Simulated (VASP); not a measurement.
Set up this calculation in VASP 6.6.1, as the native input.

```
Task                   : electric field gradients
Functional             : LDA
Potentials or basis    : VASP PAW LDA potentials, release 64 (Ti_sv, Rh_pv)
Cutoff                 : 520 eV
k mesh                 : 10 × 10 × 10
Occupations            : fermi-dirac, width 0.03 eV
Spin                   : no spin polarisation
Dipole correction      : no
Further INCAR settings : ALGO = Normal; EDIFF = 1e-08; NBANDS = 36
```

The structure of TiRh3 lies in POSCAR:

```
TiRh3
1.0
    3.8473119959      0.0000000000      0.0000000000
    0.0000000000      3.8473119959      0.0000000000
    0.0000000000      0.0000000000      3.8473119959
Ti Rh
1 3
Direct
    0.0000000000      0.0000000000      0.0000000000
    0.0000000000      0.5000000000      0.5000000000
    0.5000000000      0.0000000000      0.5000000000
    0.5000000000      0.5000000000      0.0000000000
```

The input as run:

INCAR

```
SYSTEM = TiRh3
PREC = Accurate
ENCUT = 520
EDIFF = 1E-8
ISMEAR = -1
SIGMA = 0.03
LREAL = .FALSE.
LASPH = .TRUE.
NELM = 80
ALGO = Normal
ISIF = 2
LWAVE = .FALSE.
LCHARG = .FALSE.
LEFG = .TRUE.
NBANDS = 36
```

KPOINTS

```
regular mesh
0
G
  10 10 10
  0 0 0
```

Potentials or basis: VASP PAW LDA potentials, release 64 (Ti_sv, Rh_pv).

Command:

```console
$ cat potpaw_LDA.64/Ti_sv/POTCAR potpaw_LDA.64/Rh_pv/POTCAR > POTCAR
$ mpirun -np 1 vasp_std > vasp.out
```

Results of the run:

- Pressure: -13.9 GPa
- Band gap on the k mesh: zero (an odd number of electrons rules out a gap without spin polarisation)
- Largest electric field gradient by atom: Ti +0.0; Rh -30.6 V/Å²

Caveat: the cell stands under tension; without QUAD_EFG the Cq values of the log hold for a quadrupole moment of 1 mb, not for the nuclei.

Run time: 79 s on 1 thread of AMD EPYC 9R14 (Zen 4), on a shared host, peak memory 0.18 GiB.
